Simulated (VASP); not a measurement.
W:

```
CELL_PARAMETERS angstrom
-1.56285 1.56285 1.56285
1.56285 -1.56285 1.56285
1.56285 1.56285 -1.56285
ATOMIC_POSITIONS crystal
W 0.00000 0.00000 0.00000
```

```yaml
Program: VASP 6.6.1
Task: relaxation of cell and atoms
Functional: PBEsol
Potentials_or_basis: VASP PAW PBE potentials, release 64 (W_sv)
Cutoff: 500 eV
k_mesh: 8 × 8 × 8
Occupations: gaussian, width 0.1 eV
Spin: no spin polarisation
```

At the start: pressure 10.8 GPa; volume 15.27 Å³/atom.

Question: How do energy, volume and symmetry change on relaxing?

Answer: Over 4 steps the energy falls by 15.6 meV/atom and the volume is 15.75 Å³/atom (+3.1 %); space group Im-3m (No. 229, to 0.05 Å).

Step by step:
| step | energy change (eV) | largest force (eV/Å) | pressure (GPa) | volume (Å³) |
| --- | --- | --- | --- | --- |
| 1 | 0.0000 | 0.0000 | 10.79 | 15.27 |
| 2 | 0.1796 | 0.0000 | -29.50 | 17.66 |
| 3 | -0.0155 | 0.0000 | -0.52 | 15.77 |
| 4 | -0.0156 | 0.0000 | -0.03 | 15.75 |

Final structure:
```xyz
1
Lattice="-1.5789 1.5789 1.5789 1.5789 -1.5789 1.5789 1.5789 1.5789 -1.5789" Properties=species:S:1:pos:R:3 pbc="T T T"
W     0.0000    0.0000    0.0000
```

Caveat: the PAW data sets were made with another functional, which shifts forces and pressure a little.
